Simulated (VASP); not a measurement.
# SnTe (zincblende type) (F-43m) in VASP: further runs

The runs below take SnTe (zincblende type) through single point, with PBEsol.

Program: VASP 6.6.1. These are calculated values, not measurements. Logs are shortened: lines on timing, memory, paths and dates and some standing lists are left out, and cuts for length are marked.

## Step 1: The cell of the first run

The structure is cubic, space group F-43m (No. 216). The conventional cell has a = 6.780 Å, b = 6.780 Å, c = 6.780 Å, α = 90.00°, β = 90.00°, γ = 90.00°. Within 3.9 Å of Sn (site symmetry -43m) lie 4 Te at 2.94 Å. Te (site symmetry -43m) has 4 Sn at 2.94 Å within 3.9 Å.

## Step 2: Single point, PBEsol

INCAR

```
PREC = Accurate
ENCUT = 520
EDIFF = 1E-7
ISMEAR = -1
SIGMA = 0.1
LREAL = F
LASPH = T
NELM = 60
ALGO = Normal
ISIF = 2
LWAVE = F
LCHARG = F
GGA = PS
NBANDS = 17
```

KPOINTS

```
Automatic mesh
0
Gamma
  12 12 12
```

POSCAR

```
SnTe
1.0
    0.0000000000      3.3899219620      3.3899219620
    3.3899219620      0.0000000000      3.3899219620
    3.3899219620      3.3899219620      0.0000000000
Sn Te
1 1
Direct
    0.0000000000      0.0000000000      0.0000000000
    0.2500000000      0.2500000000      0.2500000000
```

Potentials or basis: VASP PAW PBE potentials, release 64 (Sn_d, Te).

Run with:

```console
$ cat potpaw_PBE.64/Sn_d/POTCAR potpaw_PBE.64/Te/POTCAR > POTCAR
$ mpirun -np 1 vasp_std > vasp.out
```

OUTCAR:

```text
PREC = Accurate
   ENCUT = 520
   EDIFF = 1E-7
   ISMEAR = -1
   LREAL = F
   LASPH = T
   NELM = 60
   ISIF = 2
   GGA = PS

 ion  position               nearest neighbor table
   1  0.000  0.000  0.000-   2 2.94   2 2.94   2 2.94   2 2.94
   2  0.250  0.250  0.250-   1 2.94   1 2.94   1 2.94   1 2.94

  LATTYP: Found a face centered cubic cell.
 ALAT       =     6.7798439240

  Lattice vectors:

 A1 = (   0.0000000000,   3.3899219620,   3.3899219620)
 A2 = (   3.3899219620,   0.0000000000,   3.3899219620)
 A3 = (   3.3899219620,   3.3899219620,   0.0000000000)

Analysis of symmetry for initial positions (statically):
=====================================================================
 Subroutine PRICEL returns:
 Original cell was already a primitive cell.

 Routine SETGRP: Setting up the symmetry group for a
 face centered cubic supercell.

 Subroutine GETGRP returns: Found 24 space group operations
 (whereof 24 operations were pure point group operations)
 out of a pool of 48 trial point group operations.

The static configuration has the point symmetry T_d .

Analysis of symmetry for dynamics (positions and initial velocities):
=====================================================================
 Subroutine PRICEL returns:
 Original cell was already a primitive cell.

 Routine SETGRP: Setting up the symmetry group for a
 face centered cubic supercell.

 Subroutine GETGRP returns: Found 24 space group operations
 (whereof 24 operations were pure point group operations)
 out of a pool of 48 trial point group operations.

The dynamic configuration has the point symmetry T_d .

 Subroutine INISYM returns: Found 24 space group operations
 (whereof 24 operations are pure point group operations),
 and found     1 'primitive' translations

----------------------------------------------------------------------------------------

                                     Primitive cell

  volume of cell :      77.9111

  direct lattice vectors                    reciprocal lattice vectors
     0.000000000  3.389921962  3.389921962    -0.147496021  0.147496021  0.147496021
     3.389921962  0.000000000  3.389921962     0.147496021 -0.147496021  0.147496021
[... 74 lines left out ...]
   NGXF,Y,Z  is equivalent  to a cutoff of  24.97, 24.97, 24.97 a.u.
 SYSTEM =  unknown system
   PREC   = accura    normal or accurate (medium, high low for compatibility)
   ISTART =      0    job   : 0-new  1-cont  2-samecut
   ICHARG =      2    charge: 1-file 2-atom 10-const
   ISPIN  =      1    spin polarized calculation?
   LNONCOLLINEAR =      F non collinear calculations
   LSORBIT =      F    spin-orbit coupling
   LASPH  =      T    aspherical Exc in radial PAW
   ENCUT  =  520.0 eV  38.22 Ry    6.18 a.u.   8.91  8.91  8.91*2*pi/ulx,y,z
   NELM   =     60;   NELMIN=  2; NELMDL= -5     # of ELM steps
   EDIFF  = 0.1E-06   stopping-criterion for ELM
   LREAL  =      F    real-space projection
   EDIFFG = 0.1E-05   stopping-criterion for IOM
   NSW    =      0    number of steps for IOM
   IBRION =     -1    ionic relax: 0-MD 1-quasi-New 2-CG
   NFREE  =      0    steps in history (QN), initial steepest desc. (CG)
   ISIF   =      2    stress and relaxation
   ISYM   =      2    0-nonsym 1-usesym 2-fastsym
   POTIM  = 0.5000    time-step for ionic-motion
   TEBEG  =    0.0;   TEEND  =   0.0 temperature during run
   PSTRESS=    0.0 pullay stress
   NELECT =      20.0000    total number of electrons
   NUPDOWN=      -1.0000    fix difference up-down
   EMIN   =  10.00;   EMAX   =-10.00  energy-range for DOS
   EFERMI =   0.00;   METHOD = LEGACY
   ISMEAR =    -1;   SIGMA  =   0.10  broadening in eV -4-tet -1-fermi 0-gaus
   EFERMI_NEDOS =   21; number of points for ismear=-14 and -15
   IALGO  =     38    algorithm
   IMIX   =      4    mixing-type and parameters
     AMIX     =   0.40;   BMIX     =  1.00
     AMIX_MAG =   1.60;   BMIX_MAG =  1.00
  volume/ion in A,a.u.               =      38.96       262.88
  Fermi-wavevector in a.u.,A,eV,Ry     =   1.040443  1.966153 14.728613  1.082522
  Thomas-Fermi vector in A             =   2.175019
   LORBIT       =      0    0 simple, 1 ext, 2 COOP (PROOUT), +10 PAW based schemes
   GGA     = PS    functional components
   LHFCALC =     F    Hartree Fock is set to
   AEXX    =    0.0000 exact exchange contribution
   IVDW    =     0    specifies the selected vdW correction
   LEPSILON=     F    determine dielectric tensor
   LRPA    =     F    only Hartree local field effects (RPA)
 non-spin polarized calculation
  energy-cutoff  :      520.00
  volume of cell :       77.91
 maximum number of plane-waves:      2126
   NGX = 17   NGY = 17   NGZ = 17

 number of electron      20.0000004 magnetization

 Free energy of the ion-electron system (eV)
  ---------------------------------------------------
  ext. energy  EPLUGINS =         0.00000000
  ---------------------------------------------------
  free energy    TOTEN  =        -7.50412806 eV

  energy without entropy =       -7.47751385  energy(sigma->0) =       -7.49082096

 E-fermi :   4.7746     XC(G=0):  -8.4491

 val. band max:        4.7664935897   @ k =   0.4167   0.3333   0.0000
 cond. band min:       4.8074497890   @ k =   0.5000   0.4167   0.0833
 fundamental gap:      0.0409561993
 Fermi energy:         4.7746118707

 k-point     1 :       0.0000    0.0000    0.0000
  band No.  band energies     occupation
      1     -16.9725      2.00000
      2     -16.9725      2.00000
      3     -16.9725      2.00000
      4     -16.9470      2.00000
      5     -16.9470      2.00000
      6      -7.8774      2.00000
[... 457 lines left out ...]
      4     -16.9471      2.00000
      5     -16.9466      2.00000
      6      -6.9750      2.00000
[... 9 lines left out ...]
     16      11.4672      0.00000
     17      12.6724      0.00000

 [... further k-points ...]
[... 5 lines left out ...]
  --------------------------------------------------------------------------------------
  -------------------------------------------------------------------------------------
  Total        2.0513117      2.0513117      2.0513117      0.0000000      0.0000000     -0.0000000
  in kB       42.1835519     42.1835519     42.1835519      0.0000000      0.0000000     -0.0000000
  external PRESSURE =      42.1835519 kB  Pullay stress =       0.0000000 kB

 VOLUME and BASIS-vectors are now :
 -----------------------------------------------------------------------------
  energy-cutoff  :      520.00
  volume of cell :       77.91
      direct lattice vectors                 reciprocal lattice vectors
     0.000000000  3.389921962  3.389921962    -0.147496021  0.147496021  0.147496021
     3.389921962  0.000000000  3.389921962     0.147496021 -0.147496021  0.147496021
     3.389921962  3.389921962  0.000000000     0.147496021  0.147496021 -0.147496021

 POSITION                                       TOTAL-FORCE (eV/Angst)
 -----------------------------------------------------------------------------------
      0.00000      0.00000      0.00000        -0.000000     -0.000000     -0.000000
      1.69496      1.69496      1.69496         0.000000      0.000000      0.000000
 -----------------------------------------------------------------------------------
    total drift:                               -0.000000     -0.000000     -0.000000

  FREE ENERGIE OF THE ION-ELECTRON SYSTEM (eV)
  ---------------------------------------------------
  free  energy   TOTEN  =        -7.5041280577 eV

  energy  without entropy=       -7.4775138538  energy(sigma->0) =       -7.49082096
```

stdout:

```text
POSCAR found type information on POSCAR SnTe
 POSCAR found :  2 types and       2 ions
 scaLAPACK will be used
 -----------------------------------------------------------------------------
|                                                                             |
|                                                                             |
|     You enforced a specific xc type in the INCAR file but a different       |
|     I HOPE YOU KNOW WHAT YOU ARE DOING!                                     |
|                                                                             |
 -----------------------------------------------------------------------------

 LDA part: xc-table for (Slater+PW92), standard interpolation
 POSCAR, INCAR and KPOINTS ok, starting setup
 FFT: planning ... GRIDC
 FFT: planning ... GRID_SOFT
 FFT: planning ... GRID
 WAVECAR not read
 entering main loop
```

It took 32 s on 1 thread of Intel Xeon 6975P-C (Granite Rapids), shared host; peak memory 0.26 GiB.

Results:

- Free energy: -7.5041 eV
- Pressure: 4.2 GPa
- Band gap on the k mesh: zero (band 10 reaches 5.10 eV, above the bottom of band 11 at 4.46 eV)

Caveat: the PAW data sets were made with another functional, which shifts forces and pressure a little; spin-orbit coupling is left out, which moves the levels of the heavy elements.

## Step 3: Single point, PBEsol

INCAR

```
SYSTEM = SnTe
ALGO     = Normal         ! electronic algorithm
EDIFF    = 1E-7           ! SCF threshold, eV
ENCUT    = 520            ! plane-wave cutoff, eV
GGA      = PS             ! functional
ISIF     = 2              ! what is computed and relaxed
ISMEAR   = 0              ! smearing method
LASPH    = .True.         ! aspherical terms in the spheres
LCHARG   = .True.         ! write CHGCAR
LELF     = .True.         ! ELF
LREAL    = .False.        ! projectors in reciprocal space
LVHAR    = .True.       
LWAVE    = .False.        ! write WAVECAR
NBANDS   = 17             ! bands
NELM     = 80             ! most SCF steps
PREC     = Accurate       ! precision mode
SIGMA    = 0.001          ! smearing width, eV
```

KPOINTS

```
k-points
0
Gamma
  12 12 12
  0 0 0
```

POSCAR is that of step 2.

Potentials or basis: VASP PAW PBE potentials, release 64 (Sn_d, Te).

Run with:

```console
$ cat potpaw_PBE.64/Sn_d/POTCAR potpaw_PBE.64/Te/POTCAR > POTCAR
$ mpirun -np 1 vasp_std > vasp.out
```

OUTCAR:

```text
SYSTEM = SnTe
   EDIFF = 1E-7
   ENCUT = 520
   GGA = PS
   ISIF = 2
   ISMEAR = 0
   LASPH = .True.
   LREAL = .False.
   NELM = 80
   PREC = Accurate

 ion  position               nearest neighbor table
   1  0.000  0.000  0.000-   2 2.94   2 2.94   2 2.94   2 2.94
   2  0.250  0.250  0.250-   1 2.94   1 2.94   1 2.94   1 2.94

  LATTYP: Found a face centered cubic cell.
 ALAT       =     6.7798439240

  Lattice vectors:

 A1 = (   0.0000000000,   3.3899219620,   3.3899219620)
 A2 = (   3.3899219620,   0.0000000000,   3.3899219620)
 A3 = (   3.3899219620,   3.3899219620,   0.0000000000)

Analysis of symmetry for initial positions (statically):
=====================================================================
 Subroutine PRICEL returns:
 Original cell was already a primitive cell.

 Routine SETGRP: Setting up the symmetry group for a
 face centered cubic supercell.

 Subroutine GETGRP returns: Found 24 space group operations
 (whereof 24 operations were pure point group operations)
 out of a pool of 48 trial point group operations.

The static configuration has the point symmetry T_d .

Analysis of symmetry for dynamics (positions and initial velocities):
[... 154 lines left out ...]
  ---------------------------------------------------
  free energy    TOTEN  =        -7.48975179 eV

  energy without entropy =       -7.48974774  energy(sigma->0) =       -7.48974976

 E-fermi :   4.8049     XC(G=0):  -8.4506

 val. band max:        4.7647625985   @ k =   0.4167   0.3333   0.0000
 cond. band min:       4.8057304034   @ k =   0.5000   0.4167   0.0833
 fundamental gap:      0.0409678049
 Fermi energy:         4.8049169831

 k-point     1 :       0.0000    0.0000    0.0000
  band No.  band energies     occupation
      1     -16.9756      2.00000
      2     -16.9756      2.00000
      3     -16.9756      2.00000
      4     -16.9502      2.00000
      5     -16.9502      2.00000
      6      -7.8795      2.00000
[... 457 lines left out ...]
      4     -16.9503      2.00000
      5     -16.9498      2.00000
      6      -6.9773      2.00000
[... 9 lines left out ...]
     16      11.4652      0.00000
     17      12.6708      0.00000

 [... further k-points ...]
[... 5 lines left out ...]
  --------------------------------------------------------------------------------------
  -------------------------------------------------------------------------------------
  Total        2.0255467      2.0255467      2.0255467     -0.0000000      0.0000000     -0.0000000
  in kB       41.6537154     41.6537154     41.6537154     -0.0000000      0.0000000     -0.0000000
  external PRESSURE =      41.6537154 kB  Pullay stress =       0.0000000 kB

 VOLUME and BASIS-vectors are now :
 -----------------------------------------------------------------------------
  energy-cutoff  :      520.00
  volume of cell :       77.91
      direct lattice vectors                 reciprocal lattice vectors
     0.000000000  3.389921962  3.389921962    -0.147496021  0.147496021  0.147496021
     3.389921962  0.000000000  3.389921962     0.147496021 -0.147496021  0.147496021
     3.389921962  3.389921962  0.000000000     0.147496021  0.147496021 -0.147496021

 POSITION                                       TOTAL-FORCE (eV/Angst)
 -----------------------------------------------------------------------------------
      0.00000      0.00000      0.00000        -0.000000     -0.000000     -0.000000
      1.69496      1.69496      1.69496         0.000000      0.000000      0.000000
 -----------------------------------------------------------------------------------
    total drift:                               -0.000000     -0.000000     -0.000000

  FREE ENERGIE OF THE ION-ELECTRON SYSTEM (eV)
  ---------------------------------------------------
  free  energy   TOTEN  =        -7.4897517863 eV

  energy  without entropy=       -7.4897477429  energy(sigma->0) =       -7.48974976
```

OSZICAR:

```text
N       E                     dE             d eps       ncg     rms          rms(c)
DAV:   1     0.126341547433E+03    0.12634E+03   -0.93851E+03  2450   0.125E+03
DAV:   2     0.476510767025E+01   -0.12158E+03   -0.11857E+03  2629   0.314E+02
DAV:   3    -0.720060102101E+01   -0.11966E+02   -0.11843E+02  3043   0.905E+01
DAV:   4    -0.756116772804E+01   -0.36057E+00   -0.36033E+00  2914   0.168E+01
DAV:   5    -0.757626674034E+01   -0.15099E-01   -0.15098E-01  3492   0.328E+00    0.747E+00
DAV:   6    -0.749931711556E+01    0.76950E-01   -0.14519E-01  3202   0.227E+00    0.493E+00
DAV:   7    -0.749034431567E+01    0.89728E-02   -0.53542E-02  2853   0.107E+00    0.645E-01
DAV:   8    -0.748957797144E+01    0.76634E-03   -0.52998E-03  2979   0.526E-01    0.255E-01
DAV:   9    -0.748976682457E+01   -0.18885E-03   -0.93561E-04  2752   0.143E-01    0.948E-02
DAV:  10    -0.748974185527E+01    0.24969E-04   -0.62879E-05  2837   0.468E-02    0.555E-02
DAV:  11    -0.748975134682E+01   -0.94916E-05   -0.46992E-05  2516   0.277E-02    0.464E-02
DAV:  12    -0.748975115151E+01    0.19531E-06   -0.34103E-06  3070   0.915E-03    0.223E-02
DAV:  13    -0.748975173564E+01   -0.58413E-06   -0.13830E-06  3103   0.719E-03    0.119E-02
DAV:  14    -0.748975178630E+01   -0.50652E-07   -0.34071E-07  2538   0.261E-03
   1 F= -.74897518E+01 E0= -.74897498E+01  d E =-.404336E-05
```

Wall time 32 s (1 thread of Intel Xeon 6975P-C (Granite Rapids), shared host); peak memory 0.26 GiB.

What came out:

```
Free energy            : -7.4898 eV
Pressure               : 4.2 GPa
Band gap on the k mesh : zero (band 10 reaches 5.10 eV, above the bottom of band 11 at 4.46 eV)
```

Levels at points of the mesh, in eV from the Fermi level:
```tsv
k point	band 6	band 7	band 8	band 9	band 10	band 11	band 12	band 13	band 14	band 15
(0.00, 0.00, 0.00)	-12.68	-4.64	-2.42	-2.42	-2.42	0.82	0.82	0.82	3.89	6.42
(0.50, 0.00, 0.00)	-11.88	-7.65	-3.10	-3.10	-2.28	1.72	1.72	4.04	5.50	6.68
(0.50, 0.50, 0.00)	-11.53	-8.08	-3.96	-3.96	-0.86	-0.35	4.62	4.62	5.68	7.04
```

Caveat: the PAW data sets were made with another functional, which shifts forces and pressure a little; spin-orbit coupling is left out, which moves the levels of the heavy elements.

(Continued in part 2 of 2.)
